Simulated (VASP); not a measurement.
V, 1 atom in the cell. It takes space group Im-3m (No. 229, cubic). The conventional cell has a = 2.959 Å, b = 2.959 Å, c = 2.959 Å, α = 90.00°, β = 90.00°, γ = 90.00°. Within 3.4 Å of V (site symmetry m-3m) lie 14 V at 2.56 to 2.96 Å. 

- Program: VASP 6.6.1
- Task: single point
- Functional: PBEsol-based screened hybrid
- Potentials or basis: VASP PAW PBE potentials, release 64 (V_sv)
- Cutoff: 520 eV
- k mesh: 6 × 6 × 6
- Occupations: fermi-dirac, width 0.05 eV
- Spin: collinear spin, ferromagnetic start
- Starting moments: [2.0] μB
- Dipole correction: no
- Grid for exact exchange (PRECFOCK): Normal
- Share of exact exchange: 0.25
- Further INCAR settings: ALGO = Normal; EDIFF = 1e-07; NBANDS = 16
- Screening parameter: 0.207 1/Å

Potentials or basis: VASP PAW PBE potentials, release 64 (V_sv).

Run with:

```console
$ cat potpaw_PBE.64/V_sv/POTCAR > POTCAR
$ cp INCAR.step1 INCAR
$ mpirun -np 1 vasp_std > vasp.out
$ cp INCAR.step2 INCAR
$ mpirun -np 1 vasp_std > vasp.out
```

Hardware: 1 thread of Intel(R) Xeon(R) Platinum 8559C (Emerald Rapids) (shared host).

Task: How long does it take, and how much memory?

Result: Wall time 13 min on 1 thread of Intel(R) Xeon(R) Platinum 8559C (Emerald Rapids), with other jobs on the host, peak memory 0.23 GiB. Counts: k points 16.
